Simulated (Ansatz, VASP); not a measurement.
**BaTiO3: VASP beside Ansatz**

```
Ba Ti O
1.0
     4.12957    0.00000    0.00000
     0.00000    4.12957    0.00000
     0.00000    0.00000    4.12957
Ba Ti O
1 1 3
Direct
  0.50023 0.50000 0.50000
  0.00847 0.00000 0.00000
  0.48622 0.00000 0.00000
  0.99323 0.50000 0.00000
  0.99323 0.00000 0.50000
```

Change from the starting cell: mode 1 frozen in at -0.056 Å, equal normal strain along x, y and z +0.0250.

Alike in both runs: task single point; functional PBE; k mesh 8 × 8 × 8; occupations gaussian, width 0.05 eV; no spin polarisation; Hubbard terms Ti d U = 4.0 eV.

|  | VASP | Ansatz |
| --- | --- | --- |
| version | VASP 6.6.1 | Ansatz 0.2.0 |
| potentials or method | VASP PAW PBE potentials, release 64 (Ba_sv, Ti_sv, O), cutoff 520 eV | scalar-relativistic, plane waves, PAW |
| valence electrons in the cell | 40 | 40 |

|  | VASP | Ansatz | Ansatz less VASP |
| --- | --- | --- | --- |
| gap on the k mesh at the Fermi level (eV) | 2.01 | 2.04 | +0.031 |
| least direct gap on the mesh (eV) | 2.33 | 2.33 | +0.002 |
| pressure (GPa) | -7.1 | -9.7 | -2.62 |
| traceless stress, the component that is largest in VASP (GPa) | 0.61 | 0.46 | -0.152 |
| rms of the force components (eV/Å) | 0.037 | 0.131 | +0.0943 |

The programs project onto different local orbitals, so the same U acts differently, and such runs can settle in different states. Atom by atom the forces differ by 0.095 eV/Å (rms over components).

Spin-orbit coupling is off throughout.
